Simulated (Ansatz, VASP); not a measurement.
## MgS in VASP and in Ansatz

INCAR

```
ALGO = Normal
EDIFF = 1E-6
ENCUT = 520
GGA = PE
ISIF = 2
ISMEAR = 0
LASPH = True
LCHARG = False
LREAL = False
LWAVE = False
NBANDS = 11
NELM = 100
PREC = Accurate
SIGMA = 0.02
```

The input KPOINTS:

```
k-points
0
Gamma
  8 8 8
```

The input POSCAR:

```
MgS
1.0
    0.0120407602      2.7995475742      2.8420443749
    2.7995475742      0.0120407602      2.8420443749
    2.8324400980      2.8324400980     -0.0208517635
Mg S
1 1
Direct
   -0.0025705329     -0.0025705329      0.0170977465
    0.7525705329      0.7525705329      0.7329022535
```

Input for Ansatz:

```yaml
crystal:
  lattice:
    - [0.0120407602, 2.7995475742, 2.8420443749]
    - [2.7995475742, 0.0120407602, 2.8420443749]
    - [2.832440098, 2.832440098, -0.0208517635]
  atoms:
    - { symbol: Mg, position: [-0.0025705329, -0.0025705329, 0.0170977465] }
    - { symbol: S, position: [0.7525705329, 0.7525705329, 0.7329022535] }
basis:
  ecutwfc: 420
kpoints:
  mp_grid: { grid: [8, 8, 8] }
hamiltonian:
  xc: pbe
scf:
  occupations: { method: gaussian, width: 0.02 }
output:
  forces: true
  stress: true
  eigenvalues: true
  populations: true
```

Alike in both runs: task single point; functional PBE; k mesh 8 × 8 × 8; occupations gaussian, width 0.02 eV; no spin polarisation.

|  | VASP | Ansatz |
| --- | --- | --- |
| version | VASP 6.6.1 | Ansatz 0.2.0 |
| potentials or method | VASP PAW PBE potentials, release 64 (Mg, S), cutoff 520 eV | scalar-relativistic, plane waves, PAW |
| valence electrons in the cell | 8 | 16 |

|  | VASP | Ansatz | Ansatz less VASP |
| --- | --- | --- | --- |
| gap on the k mesh at the Fermi level (eV) | 3.35 | 3.36 | +0.007 |
| least direct gap on the mesh (eV) | 3.35 | 3.36 | +0.007 |
| pressure (GPa) | 1.6 | 1.7 | +0.15 |
| traceless stress, the component that is largest in VASP (GPa) | -1.49 | -1.49 | -0.002 |
| rms of the force components (eV/Å) | 0.380 | 0.380 | -0.0008 |

Atom by atom the forces differ by 0.001 eV/Å (rms over components). VASP's potentials hold 8 valence electrons a cell and Ansatz's 16, so a difference there can come from the potentials and not from the codes.
